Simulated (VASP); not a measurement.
Ge: relaxation of cell and atoms with PBEsol

Ge:

```
Ge
1.0
     1.39715   -2.60052    0.00000
     1.39715    2.60052    0.00000
     0.00000    0.00000    2.69823
Ge
1
Direct
  0.50000 0.50000 0.00000
```

```json
{"Program": "VASP 6.6.1", "Task": "relaxation of cell and atoms", "Functional": "PBEsol", "Potentials or basis": "VASP PAW PBE potentials, release 64 (Ge_d)", "Cutoff": "500 eV", "k mesh": "11 × 11 × 10", "Occupations": "methfessel-paxton, width 0.1 eV", "Spin": "no spin polarisation", "Dipole correction": "no", "Further INCAR settings": "ALGO = Normal; EDIFF = 1e-07; IBRION = 2; EDIFFG = -0.01; NSW = 80; ISIF = 3"}
```

| Property | Result |
| --- | --- |
| Relaxed volume | 18.41 Å³/atom |
| Relaxed cell | a = 2.828 Å, b = 2.828 Å, c = 2.674 Å, α = 90.00°, β = 90.00°, γ = 120.57° |
| Space group after relaxing (to 0.1 Å) | P6/mmm (No. 191) |
| Energy gained by relaxing | 20.4 meV/atom |
| Ionic steps | 20 |
| Pressure after relaxing | 0.0 GPa |
| Band gap on the k mesh | zero (bands 7 and 8 overlap by 9.20 eV) |

Step by step:
| step | energy change (eV) | largest force (eV/Å) | pressure (GPa) | volume (Å³) |
| --- | --- | --- | --- | --- |
| 1 | 0.0000 | 0.0000 | -4.32 | 19.61 |
| 2 | -0.0179 | 0.0000 | 1.23 | 18.14 |
| 3 | -0.0186 | 0.0000 | 0.39 | 18.38 |
| 4 | -0.0186 | 0.0000 | 0.20 | 18.40 |
| 5 | -0.0198 | 0.0000 | -0.04 | 18.43 |
| 6 | -0.0201 | 0.0000 | -0.19 | 18.46 |
| 7 | -0.0201 | 0.0000 | -0.18 | 18.46 |
| 8 | -0.0201 | 0.0000 | -0.21 | 18.47 |
| 9 | -0.0201 | 0.0000 | -0.31 | 18.48 |
| 10 | -0.0202 | 0.0000 | -0.38 | 18.49 |
| 11 | -0.0200 | 0.0000 | -0.59 | 18.53 |
| 12 | -0.0202 | 0.0000 | -0.31 | 18.50 |
| 13 | -0.0202 | 0.0000 | -0.49 | 18.52 |
| 14 | -0.0202 | 0.0000 | -0.37 | 18.50 |
| 15 | -0.0203 | 0.0000 | 0.23 | 18.35 |
| 16 | -0.0204 | 0.0000 | 0.03 | 18.39 |
| 17 | -0.0204 | 0.0000 | 0.05 | 18.39 |
| 18 | -0.0204 | 0.0000 | 0.05 | 18.40 |
| 19 | -0.0204 | 0.0000 | 0.02 | 18.40 |
| 20 | -0.0204 | 0.0000 | -0.04 | 18.41 |

Final structure:
```cif
data_structure
_symmetry_space_group_name_H-M 'P 1'
_symmetry_Int_Tables_number 1
_cell_length_a 2.8277
_cell_length_b 2.8277
_cell_length_c 2.6741
_cell_angle_alpha 90.000
_cell_angle_beta 90.000
_cell_angle_gamma 120.567
_cell_volume 18.41
loop_
_atom_site_label
_atom_site_type_symbol
_atom_site_fract_x
_atom_site_fract_y
_atom_site_fract_z
_atom_site_occupancy
Ge1 Ge 0.50000 0.50000 0.00000 1
```

Levels at points of the mesh, in eV from the Fermi level:
```tsv
k point	band 5	band 6	band 7	band 8	band 9	band 10
(0.00, 0.00, 0.00)	-24.49	-13.44	6.49	8.59	8.82	10.11
(0.00, 0.00, 0.50)	-24.53	-9.57	-6.14	11.52	11.75	17.12
```

Run time: 3.3 min on 1 thread of AMD EPYC 9R45 96-Core Processor (Zen 5) (shared host), peak memory 0.15 GiB.

Caveat: the PAW data sets were made with another functional, which shifts forces and pressure a little.
